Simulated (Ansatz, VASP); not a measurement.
Two plane-wave programs on SrTe

```
CELL_PARAMETERS angstrom
0.00000 3.35276 3.35276
3.35276 0.00000 3.35276
3.35276 3.35276 0.00000
ATOMIC_POSITIONS crystal
Sr 0.00000 0.00000 0.00000
Te 0.50000 0.50000 0.50000
```

Alike in both runs: task single point; functional PBE-based global hybrid; k mesh 4 × 4 × 4; no spin polarisation.

|  | VASP | Ansatz |
| --- | --- | --- |
| version | VASP 6.6.1 | Ansatz 0.2.0 |
| potentials or method | VASP PAW PBE potentials, release 64 (Sr_sv, Te) | plane waves |
| plane-wave cutoff (eV) | 400 | 420 |
| occupations | gaussian, width 0.01 eV | fixed |
| valence electrons in the cell | 16 | 26 |

Ansatz gave:

| Property | Result |
| --- | --- |
| gap on the k mesh at the Fermi level (eV) | 4.01 |
| pressure (GPa) | -0.3 |

**Question.** Which values does VASP return?

**Answer.** gap on the k mesh at the Fermi level (eV): 4.09; pressure (GPa): -0.6.

VASP's potentials were made for PBE, not for PBE-based global hybrid. VASP's potentials hold 16 valence electrons a cell and Ansatz's 26, so a difference there can come from the potentials and not from the codes. Ansatz's warnings: stress exchange threshold loose, stress scf threshold loose.

Neither program's run includes spin-orbit coupling.
